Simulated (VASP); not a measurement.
# Ge (I4_1/amd) in VASP: further runs

Runs on Ge. Level: LDA. Tasks: single point.

Program: VASP 6.6.1. These are calculated values, not measurements. Logs are shortened: lines on timing, memory, paths and dates and some standing lists are left out, and cuts for length are marked.

## (1) The cell of the first run

Symmetry: I4_1/amd, No. 141, tetragonal system. Conventional cell: a = 3.870 Å, b = 3.870 Å, c = 6.565 Å, α = 90.00°, β = 90.00°, γ = 90.00°. Ge (site symmetry -4m2) has 4 Ge at 2.54 Å within 3.3 Å.

## (2) Single point, LDA (24.58 Å³/atom)

INCAR reads:

```
SYSTEM = Ge
ALGO     = Normal         ! electronic algorithm
EDIFF    = 1E-7           ! SCF threshold, eV
ENCUT    = 520            ! plane-wave cutoff, eV
ISIF     = 2              ! what is computed and relaxed
ISMEAR   = 0              ! smearing method
LASPH    = .True.         ! aspherical terms in the spheres
LCHARG   = .True.         ! write CHGCAR
LELF     = .True.         ! ELF
LREAL    = .False.        ! projectors in reciprocal space
LVHAR    = .True.       
LWAVE    = .False.        ! write WAVECAR
NBANDS   = 21             ! bands
NELM     = 80             ! most SCF steps
PREC     = Accurate       ! precision mode
SIGMA    = 0.15           ! smearing width, eV
```

KPOINTS reads:

```
k-points
0
Gamma
  16 16 16
  0 0 0
```

POSCAR reads:

```
Ge
1.0
    0.0000000000      2.7363769124      3.2825577441
    2.7363769124      0.0000000000      3.2825577441
    2.7363769124      2.7363769124      0.0000000000
Ge
2
Direct
    0.5000000000      0.5000000000      0.5000000000
    0.7500000000      0.7500000000      0.7500000000
```

Potentials or basis: VASP PAW LDA potentials, release 64 (Ge_d).

Launch:

```
$ cat potpaw_LDA.64/Ge_d/POTCAR > POTCAR
$ mpirun -np 1 vasp_std > vasp.out
```

OUTCAR:

```text
SYSTEM = Ge
   EDIFF = 1E-7
   ENCUT = 520
   ISIF = 2
   ISMEAR = 0
   LASPH = .True.
   LREAL = .False.
   NELM = 80
   PREC = Accurate

 ion  position               nearest neighbor table
   1  0.500  0.500  0.500-   2 2.54   2 2.54   2 2.54   2 2.54
   2  0.750  0.750  0.750-   1 2.54   1 2.54   1 2.54   1 2.54

  LATTYP: Found a body centered tetragonal cell.
 ALAT       =     3.8698213413
 C/A-ratio  =     1.6964905894

  Lattice vectors:

 A1 = (  -2.7363769124,   0.0000000000,   3.2825577441)
 A2 = (   2.7363769124,   0.0000000000,   3.2825577441)
 A3 = (   0.0000000000,   2.7363769124,  -3.2825577441)

Analysis of symmetry for initial positions (statically):
=====================================================================
 Subroutine PRICEL returns:
 Original cell was already a primitive cell.

 Routine SETGRP: Setting up the symmetry group for a
 body centered tetragonal supercell.

 Subroutine GETGRP returns: Found 16 space group operations
 (whereof  8 operations were pure point group operations)
 out of a pool of 16 trial point group operations.

The static configuration has the point symmetry D_2d.
 The point group associated with its full space group is D_4h.

Analysis of symmetry for dynamics (positions and initial velocities):
=====================================================================
 Subroutine PRICEL returns:
 Original cell was already a primitive cell.

 Routine SETGRP: Setting up the symmetry group for a
 body centered tetragonal supercell.

 Subroutine GETGRP returns: Found 16 space group operations
 (whereof  8 operations were pure point group operations)
 out of a pool of 16 trial point group operations.

The dynamic configuration has the point symmetry D_2d.
 The point group associated with its full space group is D_4h.

 Subroutine INISYM returns: Found 16 space group operations
 (whereof  8 operations are pure point group operations),
 and found     1 'primitive' translations

----------------------------------------------------------------------------------------

                                     Primitive cell

  volume of cell :      49.1580

  direct lattice vectors                    reciprocal lattice vectors
     0.000000000  2.736376912  3.282557744    -0.182723366  0.182723366  0.152320245
     2.736376912  0.000000000  3.282557744     0.182723366 -0.182723366  0.152320245
     2.736376912  2.736376912  0.000000000     0.182723366  0.182723366 -0.152320245

  length of vectors
     4.273516579  4.273516579  3.869821341     0.299961854  0.299961854  0.299961854

  position of ions in fractional coordinates (direct lattice)
     0.500000000  0.500000000  0.500000000
     0.750000000  0.750000000  0.750000000

  ion indices of the primitive-cell ions
   primitive index   ion index
                 1           1
                 2           2

----------------------------------------------------------------------------------------

 KPOINTS: k-points

Automatic generation of k-mesh.
 Grid dimensions read from file:
 generate k-points for:   16   16   16

 Generating k-lattice:

  Cartesian coordinates                     Fractional coordinates (reciprocal lattice)
    -0.011420210  0.011420210  0.009520015     0.062500000 -0.000000000  0.000000000
     0.011420210 -0.011420210  0.009520015    -0.000000000  0.062500000  0.000000000
     0.011420210  0.011420210 -0.009520015     0.000000000  0.000000000  0.062500000

  Length of vectors
     0.018747616  0.018747616  0.018747616

  Shift w.r.t. Gamma in fractional coordinates (k-lattice)
     0.000000000  0.000000000  0.000000000

 Subroutine IBZKPT returns following result:
 ===========================================

 Found    349 irreducible k-points:

 Following reciprocal coordinates:
            Coordinates               Weight
  0.000000  0.000000  0.000000      1.000000
  0.062500 -0.000000  0.000000      8.000000
  0.125000 -0.000000  0.000000      8.000000
  0.187500 -0.000000  0.000000      8.000000
  0.250000 -0.000000  0.000000      8.000000
  0.312500  0.000000  0.000000      8.000000
[... 16 lines left out ...]
 -0.125000  0.062500  0.000000      8.000000
 -0.062500  0.062500  0.000000      4.000000
 [... further k-points ...]
   k-points           NKPTS =    349   k-points in BZ     NKDIM =    349   number of bands    NBANDS=     21
   number of dos      NEDOS =    301   number of ions     NIONS =      2
   total plane-waves  NPLWV =  30720
   dimension x,y,z NGX =    32 NGY =   32 NGZ =   30
   dimension x,y,z NGXF=    64 NGYF=   64 NGZF=   60
   ions per type =               2
   NGX,Y,Z   is equivalent  to a cutoff of  12.45, 12.45, 12.89 a.u.
   NGXF,Y,Z  is equivalent  to a cutoff of  24.90, 24.90, 25.78 a.u.
 SYSTEM =  Ge
   PREC   = accura    normal or accurate (medium, high low for compatibility)
   ISTART =      0    job   : 0-new  1-cont  2-samecut
   ICHARG =      2    charge: 1-file 2-atom 10-const
   ISPIN  =      1    spin polarized calculation?
   LNONCOLLINEAR =      F non collinear calculations
   LSORBIT =      F    spin-orbit coupling
   LASPH  =      T    aspherical Exc in radial PAW
   ENCUT  =  520.0 eV  38.22 Ry    6.18 a.u.   7.95  7.95  7.20*2*pi/ulx,y,z
   NELM   =     80;   NELMIN=  2; NELMDL= -5     # of ELM steps
   EDIFF  = 0.1E-06   stopping-criterion for ELM
   LREAL  =      F    real-space projection
   EDIFFG = 0.1E-05   stopping-criterion for IOM
   NSW    =      0    number of steps for IOM
   IBRION =     -1    ionic relax: 0-MD 1-quasi-New 2-CG
   NFREE  =      0    steps in history (QN), initial steepest desc. (CG)
   ISIF   =      2    stress and relaxation
   ISYM   =      2    0-nonsym 1-usesym 2-fastsym
   POTIM  = 0.5000    time-step for ionic-motion
   TEBEG  =    0.0;   TEEND  =   0.0 temperature during run
   PSTRESS=    0.0 pullay stress
   NELECT =      28.0000    total number of electrons
   NUPDOWN=      -1.0000    fix difference up-down
   EMIN   =  10.00;   EMAX   =-10.00  energy-range for DOS
   EFERMI =   0.00;   METHOD = LEGACY
   ISMEAR =     0;   SIGMA  =   0.15  broadening in eV -4-tet -1-fermi 0-gaus
   EFERMI_NEDOS =   21; number of points for ismear=-14 and -15
   IALGO  =     38    algorithm
   IMIX   =      4    mixing-type and parameters
     AMIX     =   0.40;   BMIX     =  1.00
     AMIX_MAG =   1.60;   BMIX_MAG =  1.00
  volume/ion in A,a.u.               =      24.58       165.87
  Fermi-wavevector in a.u.,A,eV,Ry     =   1.357051  2.564454 25.056311  1.841587
  Thomas-Fermi vector in A             =   2.484002
   LORBIT       =      0    0 simple, 1 ext, 2 COOP (PROOUT), +10 PAW based schemes
   GGA     = CA    functional components
   LHFCALC =     F    Hartree Fock is set to
   AEXX    =    0.0000 exact exchange contribution
   IVDW    =     0    specifies the selected vdW correction
   LEPSILON=     F    determine dielectric tensor
   LRPA    =     F    only Hartree local field effects (RPA)
 non-spin polarized calculation
 Gauss-broadening in eV      SIGMA  =   0.15
  energy-cutoff  :      520.00
  volume of cell :       49.16
 maximum number of plane-waves:      1340
   NGX = 15   NGY = 15   NGZ = 15

 number of electron      28.0000004 magnetization

 Free energy of the ion-electron system (eV)
  ---------------------------------------------------
  ext. energy  EPLUGINS =         0.00000000
  ---------------------------------------------------
  free energy    TOTEN  =       -10.05391975 eV

  energy without entropy =      -10.04998652  energy(sigma->0) =      -10.05195313

 E-fermi :   3.9997     XC(G=0):  -9.9377

 val. band max:        3.9966568779   @ k =   0.5000   0.0000   0.0625
 cond. band min:       4.0154623277   @ k =   0.4375   0.0625   0.0000
 fundamental gap:      0.0188054498
 Fermi energy:         3.9997057218

 k-point     1 :       0.0000    0.0000    0.0000
  band No.  band energies     occupation
      1     -20.8790      2.00000
      2     -20.8790      2.00000
      3     -20.8550      2.00000
      4     -20.8417      2.00000
      5     -20.8397      2.00000
      6     -20.7246      2.00000
[... 13 lines left out ...]
     20      11.3454      0.00000
     21      12.3877      0.00000

 k-point     2 :       0.0625   -0.0000    0.0000
  band No.  band energies     occupation
      1     -20.8809      2.00000
      2     -20.8786      2.00000
      3     -20.8585      2.00000
      4     -20.8377      2.00000
      5     -20.8369      2.00000
      6     -20.7251      2.00000
[... 13 lines left out ...]
     20      11.2001      0.00000
     21      12.7738      0.00000

 k-point     3 :       0.1250   -0.0000    0.0000
  band No.  band energies     occupation
      1     -20.8856      2.00000
      2     -20.8777      2.00000
      3     -20.8638      2.00000
      4     -20.8330      2.00000
      5     -20.8279      2.00000
      6     -20.7265      2.00000
[... 13 lines left out ...]
     20      11.2275      0.00000
     21      13.6046      0.00000

 k-point     4 :       0.1875   -0.0000    0.0000
  band No.  band energies     occupation
      1     -20.8911      2.00000
      2     -20.8763      2.00000
      3     -20.8679      2.00000
      4     -20.8274      2.00000
      5     -20.8183      2.00000
      6     -20.7284      2.00000
[... 13 lines left out ...]
     20      11.9102      0.00000
     21      13.1961      0.00000

 k-point     5 :       0.2500   -0.0000    0.0000
  band No.  band energies     occupation
      1     -20.8962      2.00000
      2     -20.8747      2.00000
      3     -20.8706      2.00000
      4     -20.8226      2.00000
      5     -20.8092      2.00000
      6     -20.7303      2.00000
[... 13 lines left out ...]
     20      12.5812      0.00000
     21      12.8689      0.00000
[... 382 lines left out ...]
     20      12.3740      0.00000
     21      13.6684      0.00000

 k-point    22 :      -0.1875    0.0625    0.0000
  band No.  band energies     occupation
      1     -20.8949      2.00000
      2     -20.8699      2.00000
      3     -20.8647      2.00000
      4     -20.8216      2.00000
      5     -20.8212      2.00000
      6     -20.7214      2.00000
[... 13 lines left out ...]
     20      12.5649      0.00000
     21      12.7497      0.00000

 k-point    23 :      -0.1250    0.0625    0.0000
  band No.  band energies     occupation
      1     -20.8895      2.00000
      2     -20.8727      2.00000
      3     -20.8602      2.00000
      4     -20.8308      2.00000
      5     -20.8275      2.00000
      6     -20.7169      2.00000
[... 13 lines left out ...]
     20      12.0710      0.00000
     21      13.0261      0.00000

 k-point    24 :      -0.0625    0.0625    0.0000
  band No.  band energies     occupation
      1     -20.8844      2.00000
      2     -20.8758      2.00000
      3     -20.8566      2.00000
      4     -20.8378      2.00000
      5     -20.8335      2.00000
      6     -20.7204      2.00000
[... 13 lines left out ...]
     20      11.6839      0.00000
     21      12.8983      0.00000

 [... further k-points ...]
[... 5 lines left out ...]
  --------------------------------------------------------------------------------------
  -------------------------------------------------------------------------------------
  Total       -0.2309598     -0.2309598     -4.3109724      0.0000000      0.0000000      0.0000000
  in kB       -7.5275364     -7.5275364   -140.5049499      0.0000000      0.0000000      0.0000000
  external PRESSURE =     -51.8533409 kB  Pullay stress =       0.0000000 kB

 VOLUME and BASIS-vectors are now :
 -----------------------------------------------------------------------------
  energy-cutoff  :      520.00
  volume of cell :       49.16
      direct lattice vectors                 reciprocal lattice vectors
     0.000000000  2.736376912  3.282557744    -0.182723366  0.182723366  0.152320245
     2.736376912  0.000000000  3.282557744     0.182723366 -0.182723366  0.152320245
     2.736376912  2.736376912  0.000000000     0.182723366  0.182723366 -0.152320245

 POSITION                                       TOTAL-FORCE (eV/Angst)
 -----------------------------------------------------------------------------------
      2.73638      2.73638      3.28256        -0.000000     -0.000000      0.000000
      4.10457      4.10457      4.92384         0.000000      0.000000     -0.000000
 -----------------------------------------------------------------------------------
    total drift:                               -0.000000     -0.000000      0.000000

  FREE ENERGIE OF THE ION-ELECTRON SYSTEM (eV)
  ---------------------------------------------------
  free  energy   TOTEN  =       -10.0539197452 eV

  energy  without entropy=      -10.0499865246  energy(sigma->0) =      -10.05195313
```

Run time: 7.5 min. Hardware: 1 thread of AMD EPYC 7R13, shared host; peak memory 0.34 GiB.

Results:

| Item | Value |
| --- | --- |
| Free energy | -10.0539 eV |
| Pressure | -5.2 GPa |
| Band gap on the k mesh | zero (bands 14 and 15 overlap by 0.93 eV) |

Caveat: the stress differs along the axes, from -14 to -1 GPa.

## (3) Single point, LDA (24.58 Å³/atom)

INCAR reads:

```
  PREC = Accurate
  ENCUT = 520
  EDIFF = 1E-6
  ISMEAR = 0
  SIGMA = 0.15
  LREAL = F
  LASPH = T
  NELM = 100
  ALGO = Normal
  ISIF = 2
  LWAVE = F
  LCHARG = F
  NBANDS = 21
```

KPOINTS reads:

```
Automatic mesh
0
Gamma
  16 16 16
```

POSCAR reads:

```
Ge
1.0
    0.0000000000      3.0893622436      2.5752923662
    3.0893622436      0.0000000000      2.5752923662
    3.0893622436      3.0893622436      0.0000000000
Ge
2
Direct
    0.5000000000      0.5000000000      0.5000000000
    0.7500000000      0.7500000000      0.7500000000
```

Potentials or basis: VASP PAW LDA potentials, release 64 (Ge_d).

Launch:

```
$ cat potpaw_LDA.64/Ge_d/POTCAR > POTCAR
$ mpirun -np 1 vasp_std > vasp.out
```

Wall time 5.9 min (1 thread of AMD EPYC 7R13, shared host); peak memory 0.34 GiB.

The run converged. Its results:

```
Free energy            : -10.1282 eV
Pressure               : -5.8 GPa
Band gap on the k mesh : zero (bands 14 and 15 overlap by 0.93 eV)
```

Stress tensor (GPa, compression positive):
```
-8.45  0.00  0.00
 0.00 -8.45  0.00
 0.00  0.00 -0.55
```

Levels at points of the mesh, in eV from the Fermi level:
| k point | band 11 | band 12 | band 13 | band 14 | band 15 | band 16 | band 17 | band 18 |
| --- | --- | --- | --- | --- | --- | --- | --- | --- |
| (0.00, 0.00, 0.00) | -12.06 | -1.00 | -0.26 | -0.26 | 0.83 | 2.15 | 3.04 | 3.04 |
| (0.50, 0.00, 0.00) | -10.14 | -7.17 | -1.79 | -0.56 | -0.45 | 3.30 | 4.53 | 7.41 |
| (0.50, 0.50, 0.00) | -8.04 | -8.04 | -3.38 | -3.38 | 0.13 | 0.13 | 8.88 | 8.88 |
| (0.50, 0.00, 0.50) | -8.74 | -8.74 | -2.19 | -2.19 | 1.35 | 1.35 | 7.69 | 7.69 |

Caveat: the stress differs along the axes, from -8 to -1 GPa.

## (4) Single point, LDA (24.58 Å³/atom)

INCAR reads:

```
ALGO     = Normal         # electronic algorithm
EDIFF    = 1E-6           # SCF threshold, eV
ENCUT    = 520            # plane-wave cutoff, eV
GGA      = CA             # functional
ISIF     = 2              # what is computed and relaxed
ISMEAR   = 0              # smearing method
LASPH    = True           # aspherical terms in the spheres
LCHARG   = True           # write CHGCAR
LELF     = True           # ELF
LREAL    = False          # projectors in reciprocal space
LVHAR    = True         
LWAVE    = False          # write WAVECAR
NBANDS   = 21             # bands
NELM     = 100            # most SCF steps
PREC     = Accurate       # precision mode
SIGMA    = 0.15           # smearing width, eV
```

KPOINTS reads:

```
k-points
0
Gamma
  16 16 16
```

POSCAR reads:

```
Ge
1.0
    0.0000000000      2.9669448845      2.7921918308
    2.9669448845      0.0000000000      2.7921918308
    2.9669448845      2.9669448845      0.0000000000
Ge
2
Direct
    0.5000000000      0.5000000000      0.5000000000
    0.7500000000      0.7500000000      0.7500000000
```

Launch:

```
$ cat potpaw_LDA.64/Ge_d/POTCAR > POTCAR
$ mpirun -np 1 vasp_std > vasp.out
```

It took 6.5 min on 1 thread of AMD EPYC 7R13, shared host; peak memory 0.34 GiB.

The run converged. Its results:

| Property | Result |
| --- | --- |
| Free energy | -10.2805 eV |
| Pressure | -5.6 GPa |
| Band gap on the k mesh | zero (bands 14 and 15 overlap by 0.23 eV) |

Stress tensor (GPa, compression positive):
```
-6.82  0.00  0.00
 0.00 -6.82  0.00
 0.00  0.00 -3.18
```

Levels at points of the mesh, in eV from the Fermi level:
| k point | band 12 | band 13 | band 14 | band 15 | band 16 | band 17 |
| --- | --- | --- | --- | --- | --- | --- |
| (0.00, 0.00, 0.00) | -0.85 | -0.09 | -0.09 | 0.32 | 2.35 | 2.64 |
| (0.50, 0.00, 0.00) | -7.25 | -1.47 | -1.00 | -0.18 | 3.55 | 3.92 |
| (0.50, 0.50, 0.00) | -8.42 | -3.01 | -3.01 | 0.52 | 0.52 | 8.82 |
| (0.50, 0.00, 0.50) | -8.67 | -2.61 | -2.61 | 0.95 | 0.95 | 8.59 |

Caveat: the cell stands under tension; semilocal functionals underestimate gaps, and a narrow one can read as zero.

## (5) Summary

| cell | gap on the mesh (eV) | pressure (GPa) |
| --- | --- | --- |
| a = 4.274, b = 4.274, c = 3.870 Å, angles 63.1, 63.1, 53.8°, 2 atoms | none | -5.2 |
| a = 4.022, b = 4.022, c = 4.369 Å, angles 57.1, 57.1, 65.8°, 2 atoms | none | -5.8 |
| a = 4.074, b = 4.074, c = 4.196 Å, angles 59.0, 59.0, 62.0°, 2 atoms | none | -5.6 |

Alike in all rows: task single point; level LDA; potentials or basis VASP PAW LDA potentials, release 64 (Ge_d); no spin polarisation; k mesh 16 × 16 × 16; cutoff (eV) 520; smearing gaussian 0.15 eV.

Caveats: the stress differs along the axes, from -14 to -1 GPa (at least some runs); the stress differs along the axes, from -8 to -1 GPa (at least some runs); the cell stands under tension (at least some runs); semilocal functionals underestimate gaps, and a narrow one can read as zero (at least some runs).

Absolute energies hang on the potentials; compare differences alone.

The gap in the log of VASP goes by the Fermi energy; the results here count the filled bands.